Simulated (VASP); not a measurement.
# Zn (Im-3m) in VASP: a series of runs

The runs below take Zn through single point, with PBE, r2SCAN.

Program: VASP 6.6.1. These are calculated values, not measurements. Logs are shortened: lines on timing, memory, paths and dates and some standing lists are left out, and cuts for length are marked.

## (1) The cell of the first run

It takes space group Im-3m (No. 229, cubic). The conventional cell has a = 3.120 Å, b = 3.120 Å, c = 3.120 Å, α = 90.00°, β = 90.00°, γ = 90.00°. Zn (site symmetry m-3m) has 14 Zn at 2.70 to 3.12 Å within 3.6 Å.

## (2) Single point, PBE

Input file INCAR:

```
PREC = Accurate
ENCUT = 520
EDIFF = 1E-6
ISMEAR = 0
SIGMA = 0.05
LREAL = False
LASPH = True
NELM = 100
ALGO = Normal
ISIF = 2
LWAVE = False
LCHARG = True
GGA = PE
LELF = True
LVHAR = True
NBANDS = 12
```

Input file KPOINTS:

```
regular mesh
0
Gamma
  8 8 8
```

Input file POSCAR:

```
Zn
1.0
   -1.5600287635      1.5600287635      1.5600287635
    1.5600287635     -1.5600287635      1.5600287635
    1.5600287635      1.5600287635     -1.5600287635
Zn
1
Direct
    0.0000000000      0.0000000000      0.0000000000
```

Potentials or basis: VASP PAW PBE potentials, release 64 (Zn).

Run with:

```console
$ cat potpaw_PBE.64/Zn/POTCAR > POTCAR
$ mpirun -np 1 vasp_std > vasp.out
```

OUTCAR:

```text
PREC = Accurate
   ENCUT = 520
   EDIFF = 1E-6
   ISMEAR = 0
   LREAL = False
   LASPH = True
   NELM = 100
   ISIF = 2
   GGA = PE

 ion  position               nearest neighbor table
   1  0.000  0.000  0.000-

  LATTYP: Found a body centered cubic cell.
 ALAT       =     3.1200575270

  Lattice vectors:

 A1 = (  -1.5600287635,   1.5600287635,   1.5600287635)
 A2 = (   1.5600287635,  -1.5600287635,   1.5600287635)
 A3 = (   1.5600287635,   1.5600287635,  -1.5600287635)

Analysis of symmetry for initial positions (statically):
=====================================================================
 Subroutine PRICEL returns:
 Original cell was already a primitive cell.

 Routine SETGRP: Setting up the symmetry group for a
 body centered cubic supercell.

 Subroutine GETGRP returns: Found 48 space group operations
 (whereof 48 operations were pure point group operations)
 out of a pool of 48 trial point group operations.

The static configuration has the point symmetry O_h .

Analysis of symmetry for dynamics (positions and initial velocities):
=====================================================================
 Subroutine PRICEL returns:
 Original cell was already a primitive cell.

 Routine SETGRP: Setting up the symmetry group for a
 body centered cubic supercell.

 Subroutine GETGRP returns: Found 48 space group operations
 (whereof 48 operations were pure point group operations)
 out of a pool of 48 trial point group operations.

The dynamic configuration has the point symmetry O_h .

 Subroutine INISYM returns: Found 48 space group operations
 (whereof 48 operations are pure point group operations),
 and found     1 'primitive' translations

----------------------------------------------------------------------------------------

                                     Primitive cell

  volume of cell :      15.1865

  direct lattice vectors                    reciprocal lattice vectors
    -1.560028764  1.560028764  1.560028764     0.000000000  0.320506911  0.320506911
     1.560028764 -1.560028764  1.560028764     0.320506911  0.000000000  0.320506911
     1.560028764  1.560028764 -1.560028764     0.320506911  0.320506911  0.000000000

  length of vectors
     2.702049080  2.702049080  2.702049080     0.453265220  0.453265220  0.453265220

  position of ions in fractional coordinates (direct lattice)
     0.000000000  0.000000000  0.000000000

  ion indices of the primitive-cell ions
   primitive index   ion index
                 1           1

----------------------------------------------------------------------------------------

 KPOINTS: regular mesh

Automatic generation of k-mesh.
 Grid dimensions read from file:
 generate k-points for:    8    8    8

 Generating k-lattice:

  Cartesian coordinates                     Fractional coordinates (reciprocal lattice)
     0.000000000  0.040063364  0.040063364     0.125000000  0.000000000  0.000000000
     0.040063364  0.000000000  0.040063364     0.000000000  0.125000000  0.000000000
     0.040063364  0.040063364  0.000000000     0.000000000  0.000000000  0.125000000

  Length of vectors
     0.056658153  0.056658153  0.056658153

  Shift w.r.t. Gamma in fractional coordinates (k-lattice)
     0.000000000  0.000000000  0.000000000

 Subroutine IBZKPT returns following result:
 ===========================================

 Found     29 irreducible k-points:

 Following reciprocal coordinates:
            Coordinates               Weight
  0.000000  0.000000  0.000000      1.000000
  0.125000  0.000000  0.000000     12.000000
  0.250000  0.000000  0.000000     12.000000
  0.375000  0.000000  0.000000     12.000000
  0.500000  0.000000  0.000000      6.000000
  0.125000  0.125000  0.000000     24.000000
[... 16 lines left out ...]
 -0.250000  0.250000  0.250000      6.000000
 -0.375000  0.375000  0.250000     24.000000
 [... further k-points ...]
   k-points           NKPTS =     29   k-points in BZ     NKDIM =     29   number of bands    NBANDS=     12
   number of dos      NEDOS =    301   number of ions     NIONS =      1
   total plane-waves  NPLWV =   8000
   dimension x,y,z NGX =    20 NGY =   20 NGZ =   20
   dimension x,y,z NGXF=    40 NGYF=   40 NGZF=   40
   ions per type =               1
   NGX,Y,Z   is equivalent  to a cutoff of  12.31, 12.31, 12.31 a.u.
   NGXF,Y,Z  is equivalent  to a cutoff of  24.61, 24.61, 24.61 a.u.
 SYSTEM =  unknown system
   PREC   = accura    normal or accurate (medium, high low for compatibility)
   ISTART =      0    job   : 0-new  1-cont  2-samecut
   ICHARG =      2    charge: 1-file 2-atom 10-const
   ISPIN  =      1    spin polarized calculation?
   LNONCOLLINEAR =      F non collinear calculations
   LSORBIT =      F    spin-orbit coupling
   LASPH  =      T    aspherical Exc in radial PAW
   ENCUT  =  520.0 eV  38.22 Ry    6.18 a.u.   5.02  5.02  5.02*2*pi/ulx,y,z
   NELM   =    100;   NELMIN=  2; NELMDL= -5     # of ELM steps
   EDIFF  = 0.1E-05   stopping-criterion for ELM
   LREAL  =      F    real-space projection
   EDIFFG = 0.1E-04   stopping-criterion for IOM
   NSW    =      0    number of steps for IOM
   IBRION =     -1    ionic relax: 0-MD 1-quasi-New 2-CG
   NFREE  =      0    steps in history (QN), initial steepest desc. (CG)
   ISIF   =      2    stress and relaxation
   ISYM   =      2    0-nonsym 1-usesym 2-fastsym
   POTIM  = 0.5000    time-step for ionic-motion
   TEBEG  =    0.0;   TEEND  =   0.0 temperature during run
   PSTRESS=    0.0 pullay stress
   NELECT =      12.0000    total number of electrons
   NUPDOWN=      -1.0000    fix difference up-down
   EMIN   =  10.00;   EMAX   =-10.00  energy-range for DOS
   EFERMI =   0.00;   METHOD = LEGACY
   ISMEAR =     0;   SIGMA  =   0.05  broadening in eV -4-tet -1-fermi 0-gaus
   EFERMI_NEDOS =   21; number of points for ismear=-14 and -15
   IALGO  =     38    algorithm
   IMIX   =      4    mixing-type and parameters
     AMIX     =   0.40;   BMIX     =  1.00
     AMIX_MAG =   1.60;   BMIX_MAG =  1.00
  volume/ion in A,a.u.               =      15.19       102.48
  Fermi-wavevector in a.u.,A,eV,Ry     =   1.513501  2.860102 31.166655  2.290685
  Thomas-Fermi vector in A             =   2.623283
   LORBIT       =      0    0 simple, 1 ext, 2 COOP (PROOUT), +10 PAW based schemes
   GGA     = PE    functional components
   LHFCALC =     F    Hartree Fock is set to
   AEXX    =    0.0000 exact exchange contribution
   IVDW    =     0    specifies the selected vdW correction
   LEPSILON=     F    determine dielectric tensor
   LRPA    =     F    only Hartree local field effects (RPA)
 non-spin polarized calculation
 Gauss-broadening in eV      SIGMA  =   0.05
  energy-cutoff  :      520.00
  volume of cell :       15.19
 maximum number of plane-waves:       420
   NGX =  9   NGY =  9   NGZ =  9

 number of electron      12.0000024 magnetization

 Free energy of the ion-electron system (eV)
  ---------------------------------------------------
  ext. energy  EPLUGINS =         0.00000000
  ---------------------------------------------------
  free energy    TOTEN  =        -1.01172943 eV

  energy without entropy =       -1.01108113  energy(sigma->0) =       -1.01140528

 E-fermi :   3.0262     XC(G=0): -11.5772

 val. band max:        2.9030573311   @ k =   0.3750   0.1250   0.1250
 cond. band min:       3.0336358300   @ k =   0.5000   0.5000   0.2500
 fundamental gap:      0.1305784988
 Fermi energy:         3.0262184800

 k-point     1 :       0.0000    0.0000    0.0000
  band No.  band energies     occupation
      1      -7.2668      2.00000
      2      -4.6085      2.00000
      3      -4.6085      2.00000
      4      -4.6085      2.00000
      5      -4.0969      2.00000
      6      -4.0969      2.00000
      7      22.4579      0.00000
      8      22.4579      0.00000
      9      22.4579      0.00000
     10      24.0739      0.00000
     11      24.0739      0.00000
     12      24.0739      0.00000

 k-point     2 :       0.1250    0.0000    0.0000
  band No.  band energies     occupation
      1      -6.7750      2.00000
      2      -4.6541      2.00000
      3      -4.5953      2.00000
      4      -4.4932      2.00000
      5      -4.1350      2.00000
      6      -4.0938      2.00000
      7      17.4810      0.00000
      8      19.9637      0.00000
      9      20.5861      0.00000
     10      21.9503      0.00000
     11      22.2920      0.00000
     12      24.0858      0.00000

 k-point     3 :       0.2500    0.0000    0.0000
  band No.  band energies     occupation
      1      -5.5818      2.00000
      2      -4.7637      2.00000
      3      -4.3292      2.00000
      4      -4.2023      2.00000
      5      -4.1672      2.00000
      6      -4.0840      2.00000
      7      11.3423      0.00000
      8      17.1552      0.00000
      9      18.1232      0.00000
     10      20.0663      0.00000
     11      21.0548      0.00000
     12      25.6986      0.00000
[... 286 lines left out ...]
 k-point    23 :      -0.2500    0.2500    0.2500
  band No.  band energies     occupation
      1      -4.7953      2.00000
      2      -4.6049      2.00000
      3      -4.4045      2.00000
      4      -4.4045      2.00000
      5      -4.2175      2.00000
      6      -2.5882      2.00000
      7      12.2121      0.00000
      8      12.2121      0.00000
      9      14.0438      0.00000
     10      14.7719      0.00000
     11      27.9875      0.00000
     12      27.9875      0.00000

 k-point    24 :      -0.3750    0.3750    0.2500
  band No.  band energies     occupation
      1      -4.8674      2.00000
      2      -4.7411      2.00000
      3      -4.4009      2.00000
      4      -4.2457      2.00000
      5      -3.9435      2.00000
      6      -0.1928      2.00000
      7       7.7265      0.00000
      8      10.4899      0.00000
      9      13.2030      0.00000
     10      15.9974      0.00000
     11      23.5032      0.00000
     12      26.9275      0.00000

 [... further k-points ...]

------------------------ aborting loop because EDIFF is reached ----------------------------------------

  FORCE on cell =-STRESS in cart. coord.  units (eV):
  Direction    XX          YY          ZZ          XY          YZ          ZX
  --------------------------------------------------------------------------------------
  -------------------------------------------------------------------------------------
  Total        0.0364391      0.0364391      0.0364391      0.0000000      0.0000000     -0.0000000
  in kB        3.8443316      3.8443316      3.8443316      0.0000000      0.0000000     -0.0000000
  external PRESSURE =       3.8443316 kB  Pullay stress =       0.0000000 kB

 VOLUME and BASIS-vectors are now :
 -----------------------------------------------------------------------------
  energy-cutoff  :      520.00
  volume of cell :       15.19
      direct lattice vectors                 reciprocal lattice vectors
    -1.560028764  1.560028764  1.560028764     0.000000000  0.320506911  0.320506911
     1.560028764 -1.560028764  1.560028764     0.320506911  0.000000000  0.320506911
     1.560028764  1.560028764 -1.560028764     0.320506911  0.320506911  0.000000000

 POSITION                                       TOTAL-FORCE (eV/Angst)
 -----------------------------------------------------------------------------------
      0.00000      0.00000      0.00000        -0.000000     -0.000000     -0.000000
 -----------------------------------------------------------------------------------
    total drift:                                0.000000     -0.000000      0.000000

  FREE ENERGIE OF THE ION-ELECTRON SYSTEM (eV)
  ---------------------------------------------------
  free  energy   TOTEN  =        -1.0117294292 eV

  energy  without entropy=       -1.0110811287  energy(sigma->0) =       -1.01140528
```

It took 2.4 s on 1 thread of Intel Xeon 6975P-C (Granite Rapids), shared host; peak memory 0.12 GiB.

Results:

- Free energy: -1.0117 eV
- Pressure: 0.4 GPa
- Band gap on the k mesh: zero (band 6 reaches 7.42 eV, above the bottom of band 7 at 2.24 eV)

## (3) Single point, r2SCAN

This run uses another cell than the first one, of 14.81 Å³/atom, 0.975 times its volume.

Input file POSCAR:

```
Zn
1.0
   -1.5470656312      1.5470656312      1.5470656312
    1.5470656312     -1.5470656312      1.5470656312
    1.5470656312      1.5470656312     -1.5470656312
Zn
1
Direct
    0.0000000000      0.0000000000      0.0000000000
```

Input file INCAR.step1:

```
SYSTEM = Zn
PREC = Accurate ; ENCUT = 520
ISMEAR = 0 ; SIGMA = 0.05
LREAL = .False. ; LASPH = .True.
NELM = 100 ; NBANDS = 12
GGA = PE ; ALGO = Normal
EDIFF = 1E-4 ; LWAVE = .True.
LCHARG = .False.
```

Input file INCAR.step2:

```
SYSTEM = Zn
PREC = Accurate ; ENCUT = 520
EDIFF = 1E-6 ; ISMEAR = 0
SIGMA = 0.05 ; LREAL = .False.
LASPH = .True. ; NELM = 100
ALGO = Normal ; ISIF = 2
LWAVE = .False. ; LCHARG = .True.
METAGGA = R2SCAN ; LMIXTAU = .True.
LELF = .True. ; LVHAR = .True.
NBANDS = 12 ; ISTART = 1
```

Input file KPOINTS:

```
regular mesh
0
Gamma
  18 18 18
  0 0 0
```

Potentials or basis: VASP PAW PBE potentials, release 64 (Zn).

Run with:

```console
$ cat potpaw_PBE.64/Zn/POTCAR > POTCAR
$ cp INCAR.step1 INCAR
$ mpirun -np 1 vasp_std > vasp.out
$ cp INCAR.step2 INCAR
$ mpirun -np 1 vasp_std > vasp.out
```

OUTCAR:

```text
SYSTEM = Zn
   PREC = Accurate
   ENCUT = 520
   EDIFF = 1E-6
   ISMEAR = 0
   LREAL = .False.
   LASPH = .True.
   NELM = 100
   ISIF = 2
   METAGGA = R2SCAN
   ISTART = 1

 ion  position               nearest neighbor table
   1  0.000  0.000  0.000-

  LATTYP: Found a body centered cubic cell.
 ALAT       =     3.0941312624

  Lattice vectors:

 A1 = (  -1.5470656312,   1.5470656312,   1.5470656312)
 A2 = (   1.5470656312,  -1.5470656312,   1.5470656312)
[... 539 lines left out ...]
     12      29.6021      0.00000

 [... further k-points ...]

------------------------ aborting loop because EDIFF is reached ----------------------------------------

  FORCE on cell =-STRESS in cart. coord.  units (eV):
  Direction    XX          YY          ZZ          XY          YZ          ZX
  --------------------------------------------------------------------------------------
  -------------------------------------------------------------------------------------
  Total       -0.1322184     -0.1322184     -0.1322184      0.0000000      0.0000000     -0.0000000
  in kB      -14.3026471    -14.3026471    -14.3026471      0.0000000      0.0000000     -0.0000000
  external PRESSURE =     -14.3026471 kB  Pullay stress =       0.0000000 kB

 VOLUME and BASIS-vectors are now :
 -----------------------------------------------------------------------------
  energy-cutoff  :      520.00
  volume of cell :       14.81
      direct lattice vectors                 reciprocal lattice vectors
    -1.547065631  1.547065631  1.547065631     0.000000000  0.323192494  0.323192494
     1.547065631 -1.547065631  1.547065631     0.323192494  0.000000000  0.323192494
     1.547065631  1.547065631 -1.547065631     0.323192494  0.323192494  0.000000000

 POSITION                                       TOTAL-FORCE (eV/Angst)
 -----------------------------------------------------------------------------------
      0.00000      0.00000      0.00000         0.000000      0.000000     -0.000000
 -----------------------------------------------------------------------------------
    total drift:                                0.000000     -0.000000      0.000000

  FREE ENERGIE OF THE ION-ELECTRON SYSTEM (eV)
  ---------------------------------------------------
  free  energy   TOTEN  =        -8.7963306860 eV

  energy  without entropy=       -8.7958149470  energy(sigma->0) =       -8.79607282
```

OUTCAR.step1:

```text
SYSTEM = Zn
   PREC = Accurate
   ENCUT = 520
   ISMEAR = 0
   LREAL = .False.
   LASPH = .True.
   NELM = 100
[... 576 lines left out ...]
 -----------------------------------------------------------------------------------
      0.00000      0.00000      0.00000         0.000000      0.000000      0.000000
 -----------------------------------------------------------------------------------
    total drift:                                0.000000     -0.000000      0.000000

  FREE ENERGIE OF THE ION-ELECTRON SYSTEM (eV)
  ---------------------------------------------------
  free  energy   TOTEN  =        -1.0172679245 eV

  energy  without entropy=       -1.0167582142  energy(sigma->0) =       -1.01701307
```

OSZICAR.step1:

```text
N       E                     dE             d eps       ncg     rms          rms(c)
DAV:   1     0.423123010039E+02    0.42312E+02   -0.66684E+03  4804   0.159E+03
DAV:   2     0.107082288384E+00   -0.42205E+02   -0.40021E+02  4852   0.216E+02
DAV:   3    -0.111790717414E+01   -0.12250E+01   -0.12231E+01  5336   0.362E+01
DAV:   4    -0.112060246764E+01   -0.26953E-02   -0.26952E-02  5216   0.166E+00
DAV:   5    -0.112060431998E+01   -0.18523E-05   -0.18522E-05  3932   0.436E-02    0.302E+00
DAV:   6    -0.102510128410E+01    0.95503E-01   -0.49684E-01  5288   0.143E+01    0.227E+00
DAV:   7    -0.101968212400E+01    0.54192E-02   -0.89569E-03  4928   0.185E+00    0.115E+00
DAV:   8    -0.101726266003E+01    0.24195E-02   -0.11607E-03  5816   0.498E-01    0.370E-02
DAV:   9    -0.101726792453E+01   -0.52645E-05   -0.72740E-05  3240   0.127E-01
   1 F= -.10172679E+01 E0= -.10170131E+01  d E =-.509710E-03
```

It took 42 s on 1 thread of Intel Xeon 6975P-C (Granite Rapids), shared host; peak memory 0.15 GiB.

Results:

```yaml
Free_energy: -8.7963 eV
Pressure: -1.4 GPa
Band_gap_on_the_k_mesh: zero (band 6 reaches 7.81 eV, above the bottom of band 7 at 2.41 eV)
```

Levels at points of the mesh, in eV from the Fermi level:
| k point | band 2 | band 3 | band 4 | band 5 | band 6 | band 7 | band 8 | band 9 | band 10 | band 11 |
| --- | --- | --- | --- | --- | --- | --- | --- | --- | --- | --- |
| (0.00, 0.00, 0.00) | -8.27 | -8.27 | -8.27 | -7.73 | -7.73 | 20.81 | 20.81 | 20.81 | 22.02 | 22.02 |
| (0.50, 0.00, 0.00) | -8.61 | -7.76 | -7.69 | -7.36 | -3.09 | -0.93 | 12.30 | 13.61 | 16.07 | 17.92 |
| (0.50, 0.50, 0.50) | -8.91 | -7.45 | -7.45 | -7.45 | 4.47 | 4.47 | 4.47 | 8.64 | 8.79 | 8.79 |

Caveat: the PAW data sets were made with another functional, which shifts forces and pressure a little.

## (4) Single point, r2SCAN

Input file POSCAR:

```
Zn
1.0
   -1.5600287635      1.5600287635      1.5600287635
    1.5600287635     -1.5600287635      1.5600287635
    1.5600287635      1.5600287635     -1.5600287635
Zn
1
Direct
    0.0000000000      0.0000000000      0.0000000000
```

Input file INCAR.step1:

```
SYSTEM = Zn
PREC = Accurate
ENCUT = 520
ISMEAR = 0
SIGMA = 0.05
LREAL = .False.
LASPH = .True.
NELM = 100
NBANDS = 12
GGA = PE
ALGO = Normal
EDIFF = 1E-4
LWAVE = .True.
LCHARG = .False.
```

Input file INCAR.step2:

```
SYSTEM = Zn
PREC = Accurate
ENCUT = 520
EDIFF = 1E-6
ISMEAR = 0
SIGMA = 0.05
LREAL = .False.
LASPH = .True.
NELM = 100
ALGO = Normal
ISIF = 2
LWAVE = .False.
LCHARG = .False.
METAGGA = R2SCAN
LMIXTAU = .True.
NBANDS = 12
ISTART = 1
```

Input file KPOINTS:

```
Automatic mesh
0
Gamma
  18 18 18
  0 0 0
```

Run with:

```console
$ cat potpaw_PBE.64/Zn/POTCAR > POTCAR
$ cp INCAR.step1 INCAR
$ mpirun -np 1 vasp_std > vasp.out
$ cp INCAR.step2 INCAR
$ mpirun -np 1 vasp_std > vasp.out
```

It took 40 s on 1 thread of Intel Xeon 6975P-C (Granite Rapids), shared host; peak memory 0.15 GiB.

The run converged. Its results:

```
Free energy            : -8.7904 eV
Pressure               : -3.2 GPa
Band gap on the k mesh : zero (band 6 reaches 7.58 eV, above the bottom of band 7 at 2.18 eV)
```

Levels at points of the mesh, in eV from the Fermi level:
```csv
k point,band 3,band 4,band 5,band 6,band 7,band 8,band 9,band 10
"(0.00, 0.00, 0.00)",-8.17,-8.17,-7.65,-7.65,20.40,20.40,20.40,21.82
"(0.50, 0.00, 0.00)",-7.68,-7.62,-7.30,-2.96,-0.94,12.11,13.46,15.89
"(0.50, 0.50, 0.50)",-7.38,-7.38,-7.38,4.45,4.45,4.45,8.35,8.73
```

Caveat: the PAW data sets were made with another functional, which shifts forces and pressure a little.

## (5) Summary

| level | cell | k mesh | gap on the mesh (eV) | pressure (GPa) |
| --- | --- | --- | --- | --- |
| PBE | a = 2.702 Å, angles 109.5°, 1 atom | 8 × 8 × 8 | none | 0.4 |
| r2SCAN | a = 2.680 Å, angles 109.5°, 1 atom | 18 × 18 × 18 | none | -1.4 |
| r2SCAN | a = 2.702 Å, angles 109.5°, 1 atom | 18 × 18 × 18 | none | -3.2 |

Alike in all rows: task single point; potentials or basis VASP PAW PBE potentials, release 64 (Zn); no spin polarisation; cutoff (eV) 520; smearing gaussian 0.05 eV.

Caveats: the PAW data sets were made with another functional, which shifts forces and pressure a little (some runs).

Total energies depend on the potentials used, so only differences within one code and one set of settings carry meaning.
